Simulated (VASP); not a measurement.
# Si16O (a cell with a defect) in VASP: single point with PBE

Aim: the single point of Si16O (a cell with a defect) with PBE.

Everything below comes from runs of VASP 6.6.1. Logs are shortened: lines on timing, memory, paths and dates and some standing lists are left out, and cuts for length are marked.

## Step 1: The cell of the first run

The cell holds a defect, 17 atoms: a = 7.679 Å, b = 7.679 Å, c = 7.679 Å, α = 60.00°, β = 60.00°, γ = 60.00°.

## Step 2: Single point, PBE, collinear spin, zero start

INCAR reads:

```
PREC = Accurate
ENCUT = 520
EDIFF = 1E-7
ISMEAR = 0
SIGMA = 0.05
LREAL = Auto
LASPH = T
NELM = 150
ALGO = Normal
ISIF = 2
LWAVE = F
LCHARG = F
ISPIN = 2
MAGMOM = 0 0 0 0 0 0 0 0 0 0 0 0 0 0 0 0 0
LORBIT = 11
GGA = PE
NBANDS = 53
```

KPOINTS reads:

```
regular mesh
0
Gamma
  2 2 2
```

POSCAR reads:

```
Si16O
1.0
    0.0000000000      5.4300000000      5.4300000000
    5.4300000000      0.0000000000      5.4300000000
    5.4300000000      5.4300000000      0.0000000000
Si O
16 1
Direct
   -0.0185976980     -0.0178190608      0.0632442910
    0.1475695212      0.1480120626      0.1021070902
   -0.0175995396     -0.0186630755      0.4729813076
    0.1033782689      0.1035996317      0.6465219153
   -0.0055662063      0.5106115101     -0.0028807551
    0.1245744015      0.6124675875      0.1316440147
   -0.0020493554      0.4800022099      0.5108598527
    0.1254306630      0.6120096685      0.6304430018
    0.5103073665     -0.0050598527     -0.0025372007
    0.6121137201      0.1254275322      0.1320391344
    0.4798101289     -0.0020298343      0.5111243094
    0.6126945672      0.1246728361      0.6307376611
    0.4961553407      0.4971483425      0.0003667587
    0.6188460405      0.6192709024      0.1308143646
    0.4971019337      0.4963078269      0.5060430018
    0.6229077348      0.6229532228      0.6269732965
    0.9103436464      0.9082843462      0.3407042357
```

Potentials or basis: VASP PAW PBE potentials, release 64 (Si, O).

The run is started by

```bash
cat potpaw_PBE.64/Si/POTCAR potpaw_PBE.64/O/POTCAR > POTCAR
mpirun -np 1 vasp_std > vasp.out
```

OUTCAR:

```text
PREC = Accurate
   ENCUT = 520
   EDIFF = 1E-7
   ISMEAR = 0
   LREAL = Auto
   LASPH = T
   NELM = 150
   ISIF = 2
   ISPIN = 2
   LORBIT = 11
   GGA = PE

 ion  position               nearest neighbor table
   1  0.981  0.982  0.063-  17 1.76  10 2.34   6 2.35   2 2.39   4 2.62   3 3.15
   2  0.148  0.148  0.102-   5 2.28   9 2.28   3 2.39   1 2.39
   3  0.982  0.981  0.473-  17 1.76   8 2.34  12 2.35   2 2.39   4 2.62   1 3.15
   4  0.103  0.104  0.647-   7 2.36  11 2.36   1 2.62   3 2.62
   5  0.994  0.511  0.997-   2 2.28   6 2.30   8 2.30  14 2.36
   6  0.125  0.612  0.132-   5 2.30  13 2.33   1 2.35   7 2.38
   7  0.998  0.480  0.511-  16 2.35   4 2.36   8 2.38   6 2.38
   8  0.125  0.612  0.630-   5 2.30  15 2.33   3 2.34   7 2.38
   9  0.510  0.995  0.997-   2 2.28  12 2.30  10 2.30  14 2.36
  10  0.612  0.125  0.132-   9 2.30  13 2.33   1 2.34  11 2.38
  11  0.480  0.998  0.511-  16 2.35   4 2.36  10 2.38  12 2.38
  12  0.613  0.125  0.631-   9 2.30  15 2.33   3 2.35  11 2.38
  13  0.496  0.497  0.000-   6 2.33  10 2.33  16 2.34  14 2.35
  14  0.619  0.619  0.131-  15 2.35  13 2.35   5 2.36   9 2.36
  15  0.497  0.496  0.506-  12 2.33   8 2.33  16 2.34  14 2.35
  16  0.623  0.623  0.627-  15 2.34  13 2.34  11 2.35   7 2.35
  17  0.910  0.908  0.341-   3 1.76   1 1.76

  LATTYP: Found a face centered cubic cell.
 ALAT       =    10.8600000000

  Lattice vectors:

 A1 = (   0.0000000000,   5.4300000000,   5.4300000000)
 A2 = (   5.4300000000,   0.0000000000,   5.4300000000)
 A3 = (   5.4300000000,   5.4300000000,   0.0000000000)

Analysis of symmetry for initial positions (statically):
=====================================================================
 Subroutine PRICEL returns:
 Original cell was already a primitive cell.

 Routine SETGRP: Setting up the symmetry group for a
 face centered cubic supercell.

 Subroutine GETGRP returns: Found  1 space group operations
 (whereof  1 operations were pure point group operations)
 out of a pool of 48 trial point group operations.

The static configuration has the point symmetry C_1 .

Analysis of symmetry for dynamics (positions and initial velocities):
=====================================================================
 Subroutine PRICEL returns:
 Original cell was already a primitive cell.

 Routine SETGRP: Setting up the symmetry group for a
 face centered cubic supercell.

 Subroutine GETGRP returns: Found  1 space group operations
 (whereof  1 operations were pure point group operations)
 out of a pool of 48 trial point group operations.
[... 173 lines left out ...]
  ext. energy  EPLUGINS =         0.00000000
  ---------------------------------------------------
  free energy    TOTEN  =       -90.32939232 eV

  energy without entropy =      -90.32849323  energy(sigma->0) =      -90.32894278

 E-fermi :   6.0223     XC(G=0):  -9.5420

 val. band max:        5.9423230161   @ k =   0.0000   0.5000   0.5000
 cond. band min:       6.0949249743   @ k =   0.0000   0.0000   0.0000
 fundamental gap:      0.1526019582
 Fermi energy:         6.0223341223

 spin component 1

 k-point     1 :       0.0000    0.0000    0.0000
  band No.  band energies     occupation
      1     -13.7056      1.00000
      2      -5.7614      1.00000
      3      -4.2329      1.00000
      4      -3.8319      1.00000
      5      -3.7952      1.00000
      6      -3.2381      1.00000
[... 389 lines left out ...]
     46      10.3137      0.00000
     47      10.3578      0.00000
 Fermi energy:         6.0223341223

 spin component 2

 k-point     1 :       0.0000    0.0000    0.0000
  band No.  band energies     occupation
      1     -13.7056      1.00000
      2      -5.7614      1.00000
      3      -4.2329      1.00000
      4      -3.8319      1.00000
      5      -3.7952      1.00000
      6      -3.2381      1.00000
[... 389 lines left out ...]
     46      10.3137      0.00000
     47      10.3578      0.00000
 [bands above 47 left out]

------------------------ aborting loop because EDIFF is reached ----------------------------------------

  FORCE on cell =-STRESS in cart. coord.  units (eV):
  Direction    XX          YY          ZZ          XY          YZ          ZX
  --------------------------------------------------------------------------------------
  -------------------------------------------------------------------------------------
  Total        8.2611776      8.2630825     10.6207811     -2.7607054     -0.0162608      0.0220689
  in kB       41.3354866     41.3450180     53.1419584    -13.8134180     -0.0813623      0.1104235
  external PRESSURE =      45.2741543 kB  Pullay stress =       0.0000000 kB

 VOLUME and BASIS-vectors are now :
 -----------------------------------------------------------------------------
  energy-cutoff  :      520.00
  volume of cell :      320.21
      direct lattice vectors                 reciprocal lattice vectors
     0.000000000  5.430000000  5.430000000    -0.092081031  0.092081031  0.092081031
     5.430000000  0.000000000  5.430000000     0.092081031 -0.092081031  0.092081031
     5.430000000  5.430000000  0.000000000     0.092081031  0.092081031 -0.092081031

 POSITION                                       TOTAL-FORCE (eV/Angst)
 -----------------------------------------------------------------------------------
      5.67666      5.67243     10.66226        -0.033692     -0.007338      0.008982
      1.35815      1.35574      1.60501        -0.000323      0.000226     -0.017330
      7.89695      7.90272     10.66309         0.040254      0.010408      0.012199
      4.07316      4.07196      1.12389        -0.004287      0.002941      0.022262
      8.18698     10.81413      8.17240        -0.002249     -0.004207      0.007362
      4.04053      1.39127      4.00214         0.006519     -0.004948      0.009892
[... 9 lines left out ...]
      6.78710      6.78685      6.76502        -0.001388      0.001148     -0.003584
      6.78201      6.79319      9.87515        -0.012802     -0.003198     -0.022911
 -----------------------------------------------------------------------------------
    total drift:                               -0.000460     -0.003123      0.001182

  FREE ENERGIE OF THE ION-ELECTRON SYSTEM (eV)
  ---------------------------------------------------
  free  energy   TOTEN  =       -90.3293923208 eV

  energy  without entropy=      -90.3284932304  energy(sigma->0) =      -90.32894278

 total charge

# of ion       s       p       d       tot
------------------------------------------
    1        0.724   0.906   0.000   1.630
    2        0.779   0.931   0.000   1.710
    3        0.724   0.906   0.000   1.630
    4        0.805   0.826   0.000   1.631
    5        0.745   0.987   0.000   1.732
    6        0.758   0.950   0.000   1.708
[... 9 lines left out ...]
   16        0.747   0.949   0.000   1.696
   17        1.588   3.509   0.000   5.097
--------------------------------------------------
tot         13.616  18.525   0.000  32.141

 magnetization (x)

# of ion       s       p       d       tot
------------------------------------------
    1        0.000   0.000   0.000   0.000
    2        0.000   0.000   0.000   0.000
    3        0.000   0.000   0.000   0.000
    4       -0.000  -0.000   0.000  -0.000
    5       -0.000  -0.000   0.000  -0.000
    6       -0.000  -0.000   0.000  -0.000
[... 9 lines left out ...]
   16        0.000   0.000   0.000   0.000
   17        0.000  -0.000   0.000  -0.000
--------------------------------------------------
tot         -0.000  -0.000   0.000  -0.000
```

OSZICAR:

```text
N       E                     dE             d eps       ncg     rms          rms(c)
DAV:   1     0.193159801968E+03    0.19316E+03   -0.27234E+04  1696   0.110E+03
DAV:   2    -0.725828106257E+02   -0.26574E+03   -0.24903E+03  2068   0.176E+02
DAV:   3    -0.930798963505E+02   -0.20497E+02   -0.20144E+02  2131   0.451E+01
DAV:   4    -0.934921006283E+02   -0.41220E+00   -0.41108E+00  2136   0.759E+00
DAV:   5    -0.935003676719E+02   -0.82670E-02   -0.82635E-02  2148   0.104E+00    0.163E+01
DAV:   6    -0.905225973005E+02    0.29778E+01   -0.96334E+00  2627   0.172E+01    0.989E+00
DAV:   7    -0.904317923855E+02    0.90805E-01   -0.34783E+00  1934   0.632E+00    0.517E+00
DAV:   8    -0.903638551360E+02    0.67937E-01   -0.11142E+00  2038   0.397E+00    0.172E+00
DAV:   9    -0.903182898394E+02    0.45565E-01   -0.17612E-01  2824   0.228E+00    0.493E-01
DAV:  10    -0.903303074637E+02   -0.12018E-01   -0.11470E-01  1915   0.116E+00    0.456E-01
DAV:  11    -0.903287528133E+02    0.15547E-02   -0.73023E-03  2440   0.444E-01    0.206E-01
DAV:  12    -0.903292784894E+02   -0.52568E-03   -0.41358E-03  1939   0.220E-01    0.622E-02
DAV:  13    -0.903293720523E+02   -0.93563E-04   -0.16190E-04  2064   0.493E-02    0.283E-02
DAV:  14    -0.903293869461E+02   -0.14894E-04   -0.16511E-05  2043   0.146E-02    0.123E-02
DAV:  15    -0.903293921657E+02   -0.52196E-05   -0.73074E-06  2320   0.109E-02    0.744E-03
DAV:  16    -0.903293925439E+02   -0.37821E-06   -0.12613E-06  2227   0.503E-03    0.427E-03
DAV:  17    -0.903293923836E+02    0.16028E-06   -0.10786E-06  2016   0.382E-03    0.141E-03
DAV:  18    -0.903293923208E+02    0.62851E-07   -0.95754E-08  1243   0.119E-03
   1 F= -.90329392E+02 E0= -.90328943E+02  d E =-.899090E-03  mag=     0.0000
```

Run time: 8 min. Hardware: 1 thread of Intel Xeon 6975P-C (Granite Rapids), shared host; peak memory 0.68 GiB.

Results:

| Property | Result |
| --- | --- |
| Free energy | -90.3294 eV |
| Pressure | 4.5 GPa |
| Largest force | 0.043 eV/Å |
| Band gap on the k mesh | zero (filled and empty bands overlap) |
| Net moment | 0.00 μB per cell |
| Valence electrons inside the program's atomic spheres | Si 1.63, 1.71, 1.73, 1.67, 1.68, 1.69, 1.70 (each value once); O 5.10 |

Forces in eV/Å, atoms in the order of the input:
```
Si  -0.034 -0.007  0.009
Si   0.000  0.000 -0.017
Si   0.040  0.010  0.012
Si  -0.004  0.003  0.022
Si  -0.002 -0.004  0.007
Si   0.007 -0.005  0.010
Si   0.002 -0.007 -0.009
Si   0.008  0.019 -0.003
Si   0.003  0.005  0.008
Si  -0.007 -0.017 -0.005
Si   0.003  0.003 -0.009
Si  -0.002  0.005  0.008
Si  -0.005  0.004 -0.002
Si   0.001 -0.004 -0.003
Si   0.005 -0.002 -0.003
Si  -0.001  0.001 -0.004
O   -0.013 -0.003 -0.023
```

Stress tensor (GPa, compression positive):
```
 4.13 -1.38  0.01
-1.38  4.13 -0.01
 0.01 -0.01  5.31
```

Caveat: the k points lie up to 0.50 Å⁻¹ apart.

The gap in the log of VASP goes by the Fermi energy; the results here count the filled bands.